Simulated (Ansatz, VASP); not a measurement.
## One calculation of OsPd4, two programs

```xyz
5
Lattice="4.5747 0.0000 0.0000 0.0000 4.5747 0.0000 0.0000 0.0000 4.5747" Properties=species:S:1:pos:R:3 pbc="T T T"
Pd    1.3520    1.3520    1.3520
Pd    3.2227    3.2227    1.3520
Pd    1.3520    3.2227    3.2227
Pd    3.2227    1.3520    3.2227
Os    0.0000    0.0000    0.0000
```

Change from the starting cell: species swapped into the SnI4 type (P-43m, No. 215).

Alike in both runs: functional PBE; k mesh 4 × 4 × 4; occupations gaussian, width 0.1 eV; no spin polarisation.

Ansatz relaxed the structure, and its values are those at the end. VASP's run is a single point on that final structure, the one shown.

```csv
,VASP,Ansatz
version,VASP 6.6.1,Ansatz 0.2.0
potentials or method,"VASP PAW PBE potentials, release 64 (Pd, Os), cutoff 600 eV","scalar-relativistic, plane waves, PAW"
valence electrons in the cell,48,88
```

```csv
,VASP,Ansatz,Ansatz less VASP
gap on the k mesh at the Fermi level (eV),none,none,-
pressure (GPa),-0.8,-0.1,+0.64
rms of the force components (eV/Å),0.032,0.014,-0.0181
```

A gap of «none» marks a metal or a gap that the smearing closes. VASP's potentials hold 48 valence electrons a cell and Ansatz's 88, so a difference there can come from the potentials and not from the codes.

Neither program's run includes spin-orbit coupling.
